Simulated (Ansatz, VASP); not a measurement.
# Ba in VASP and in Ansatz

INCAR

```
  PREC = Accurate
  ENCUT = 520
  EDIFF = 1E-7
  ISMEAR = 0
  SIGMA = 0.2
  LREAL = F
  LASPH = T
  NELM = 60
  ALGO = Fast
  ISIF = 2
  LWAVE = F
  LCHARG = F
  GGA = PE
  NBANDS = 28
```

File KPOINTS:

```
regular mesh
0
Gamma
  6 4 4
```

The input POSCAR:

```
Ba
1.0
   -4.4603527361      0.0000000000      0.0000000000
    0.0000000000      0.0000000000     -7.3552638748
    0.0000000001     -7.7255575585      0.0000000000
Ba
4
Direct
    1.0000000000      0.2500000000      0.6666666667
    0.5000000000      0.2500000000      0.1666666667
    0.5000000000      0.7500000000      0.8333333333
    0.0000000000      0.7500000000      0.3333333333
```

Input for Ansatz:

```yaml
crystal:
  lattice:
    - [-4.4603527361, 0.0, 0.0]
    - [0.0, 0.0, -7.3552638748]
    - [1.0e-10, -7.7255575585, 0.0]
  atoms:
    - { symbol: Ba, position: [1.0, 0.25, 0.6666666667] }
    - { symbol: Ba, position: [0.5, 0.25, 0.1666666667] }
    - { symbol: Ba, position: [0.5, 0.75, 0.8333333333] }
    - { symbol: Ba, position: [0.0, 0.75, 0.3333333333] }
basis:
  ecutwfc: 420
kpoints:
  mp_grid: { grid: [6, 4, 4] }
hamiltonian:
  xc: pbe
scf:
  occupations: { method: gaussian, width: 0.2 }
  lower_state_search: "off"
output:
  forces: true
  stress: true
  eigenvalues: true
```

Alike in both runs: task single point; functional PBE; k mesh 6 × 4 × 4; occupations gaussian, width 0.2 eV; no spin polarisation.

|  | VASP | Ansatz |
| --- | --- | --- |
| version | VASP 6.6.1 | Ansatz 0.2.0 |
| potentials or method | VASP PAW PBE potentials, release 64 (Ba_sv), cutoff 520 eV | scalar-relativistic, plane waves, PAW |
| valence electrons in the cell | 40 | 40 |

|  | VASP | Ansatz | Ansatz less VASP |
| --- | --- | --- | --- |
| gap on the k mesh at the Fermi level (eV) | none | none | - |
| pressure (GPa) | 0.1 | 0.0 | -0.05 |

A gap of «none» marks a metal or a gap that the smearing closes.

Spin-orbit coupling is off throughout.
